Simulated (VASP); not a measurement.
Write the native input for VASP 6.6.1 that does the following.

| Quantity | Value |
| --- | --- |
| Task | single point |
| Functional | PBE |
| Dispersion | D3(BJ) |
| Potentials or basis | VASP PAW PBE potentials, release 64 (Hf_pv, O) |
| Cutoff | 600 eV |
| k mesh | 6 × 8 × 4 |
| Occupations | gaussian, width 0.01 eV |
| Spin | no spin polarisation |
| Dipole correction | no |
| Further INCAR settings | ALGO = Normal; EDIFF = 1e-06; NBANDS = 31 |

The structure of HfO2 lies in POSCAR:

```
HfO2
1.0
    3.8432118822      0.0000000000     -0.0001007309
    0.0000000000      3.4629324792      0.0000000000
   -1.3312331803      0.0000000000      5.2602039414
Hf O
2 4
Direct
    0.1677996408      0.2500000000      0.7691891133
    0.8322003592      0.7500000000      0.2308108867
    0.7641444632      0.2500000000      0.4200062163
    0.7345884733      0.2500000000      0.9349426602
    0.2358555368      0.7500000000      0.5799937837
    0.2654115267      0.7500000000      0.0650573398
```

The input as run:

INCAR

```
PREC     = Accurate       # precision mode
ENCUT    = 600            # plane-wave cutoff, eV
EDIFF    = 1E-6           # SCF threshold, eV
ISMEAR   = 0              # smearing method
SIGMA    = 0.01           # smearing width, eV
LREAL    = False          # projectors in reciprocal space
LASPH    = True           # aspherical terms in the spheres
NELM     = 120            # most SCF steps
ALGO     = Normal         # electronic algorithm
ISIF     = 2              # what is computed and relaxed
LWAVE    = False          # write WAVECAR
LCHARG   = False          # write CHGCAR
GGA      = PE             # functional
IVDW     = 12             # dispersion correction
NBANDS   = 31             # bands
GGA_COMPAT= False
```

KPOINTS

```
regular mesh
0
Gamma
  6 8 4
```

Potentials or basis: VASP PAW PBE potentials, release 64 (Hf_pv, O).

Run with:

```bash
$ cat potpaw_PBE.64/Hf_pv/POTCAR potpaw_PBE.64/O/POTCAR > POTCAR
$ mpirun -np 1 vasp_std > vasp.out
```

Results of the run:

The pressure is -3.2 GPa and the largest force is 0.138 eV/Å. The band gap on the k mesh is 4.87 eV and the dispersion energy per atom is -0.223 eV.

Caveat: the cell stands under tension; spin-orbit coupling is left out, which moves the levels of the heavy elements.

Run time: 2.2 min on 1 thread of Oxide Virtual Turin-like Processor (shared host), peak memory 0.28 GiB.
